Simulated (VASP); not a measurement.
Set up this calculation in VASP 6.6.1, as the native input.

- Task: single point
- Functional: PBEsol
- Potentials or basis: VASP PAW PBE potentials, release 64 (Te, Sb, Ge_d)
- Cutoff: 520 eV
- k mesh: 5 × 5 × 4
- Occupations: fermi-dirac, width 0.05 eV
- Spin: no spin polarisation
- Dipole correction: no
- Further INCAR settings: ALGO = Normal; EDIFF = 1e-06; NBANDS = 44

The structure of Ge2Sb2Te5 lies in POSCAR:

```
Ge2Sb2Te5
1.0
    6.7073466619     -3.0054880022     -0.0317311029
    6.7073466619      3.0054880022     -0.0317311029
   -6.7311152994      0.0000000000      6.7062573216
Te Sb Ge
5 2 2
Direct
    0.5971094785      0.5971094785      0.3918398579
    0.7947379730      0.7947379730      0.1849698155
    0.0005111669      0.0005111669     -0.0016141569
    0.2125293695      0.2125293695      0.8148452435
    0.4098803561      0.4098803561      0.6006566665
    0.8945711505      0.8945711505      0.5777986667
    0.1139382951      0.1139382951      0.4262050608
    0.2783062651      0.2783062651      0.1920218453
    0.4984159452      0.4984159452      0.0132770007
```

One way to write it, as run:

INCAR

```
SYSTEM = Ge2Sb2Te5
  ALGO = Normal
  EDIFF = 1E-6
  ENCUT = 520
  GGA = PS
  ISIF = 2
  ISMEAR = -1
  LASPH = .True.
  LCHARG = .False.
  LREAL = .False.
  LWAVE = .False.
  NBANDS = 44
  NELM = 80
  PREC = Accurate
  SIGMA = 0.05
```

KPOINTS

```
k-points
0
Gamma
  5 5 4
  0 0 0
```

Potentials or basis: VASP PAW PBE potentials, release 64 (Te, Sb, Ge_d).

Launch:

```bash
$ cat potpaw_PBE.64/Te/POTCAR potpaw_PBE.64/Sb/POTCAR potpaw_PBE.64/Ge_d/POTCAR > POTCAR
$ mpirun -np 1 vasp_std > vasp.out
```

Results of the run:

| Property | Result |
| --- | --- |
| Pressure | 0.1 GPa |
| Largest force | 0.025 eV/Å |
| Band gap on the k mesh | 0.14 eV (least direct gap 0.23 eV) |

Caveat: the PAW data sets were made with another functional, which shifts forces and pressure a little; spin-orbit coupling is left out, which moves the levels of the heavy elements; an odd mesh through Γ misses points on the zone boundary, where band edges can lie.

Wall time 9.7 min on 1 thread of Intel(R) Xeon(R) Platinum 8124M CPU @ 3.00GHz (Skylake/Cascade Lake), with other jobs on the host, peak memory 0.73 GiB.
